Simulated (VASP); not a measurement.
Set up this calculation in VASP 6.6.1, as the native input.

| Quantity | Value |
| --- | --- |
| Task | single point |
| Functional | PBEsol |
| Potentials or basis | VASP PAW PBE potentials, release 64 (Ag) |
| Cutoff | 520 eV |
| k mesh | 18 × 18 × 6 |
| Occupations | gaussian, width 0.1 eV |
| Spin | no spin polarisation |
| Dipole correction | no |
| Further INCAR settings | ALGO = Fast; EDIFF = 1e-06; NBANDS = 30 |

The structure of Ag lies in POSCAR:

```
Ag
1.0
    2.8311183955      0.0000000000      0.0000000000
   -1.4155591977      2.4518204517      0.0000000000
    0.0000000000      0.0000000000      9.2500878758
Ag
4
Direct
    0.0000000000      0.0000000000      0.0000000000
    0.0000000000      0.0000000000      0.5000000000
    0.3333333333      0.6666666667      0.2500000000
    0.6666666667      0.3333333333      0.7500000000
```

This isn't the form of Ag at room conditions, which is fcc.

One way to write it, as run:

INCAR

```
SYSTEM = Ag
PREC = Accurate ; ENCUT = 520
EDIFF = 1E-6 ; ISMEAR = 0
SIGMA = 0.1 ; LREAL = .FALSE.
LASPH = .TRUE. ; NELM = 60
ALGO = Fast ; ISIF = 2
LWAVE = .FALSE. ; LCHARG = .FALSE.
GGA = PS ; NBANDS = 30
```

KPOINTS

```
Automatic mesh
0
G
  18 18 6
  0 0 0
```

Potentials or basis: VASP PAW PBE potentials, release 64 (Ag).

Run with:

```sh
$ cat potpaw_PBE.64/Ag/POTCAR > POTCAR
$ mpirun -np 1 vasp_std > vasp.out
```

It gave:

```json
{"Pressure": "4.6 GPa", "Band gap on the k mesh": "zero (bands 22 and 23 overlap by 6.70 eV)"}
```

Caveat: the cell stands under pressure; the PAW data sets were made with another functional, which shifts forces and pressure a little.

Run time: 3.3 min on 1 thread of Intel(R) Xeon(R) Platinum 8259CL CPU @ 2.50GHz (Skylake/Cascade Lake) (shared host), peak memory 0.34 GiB.
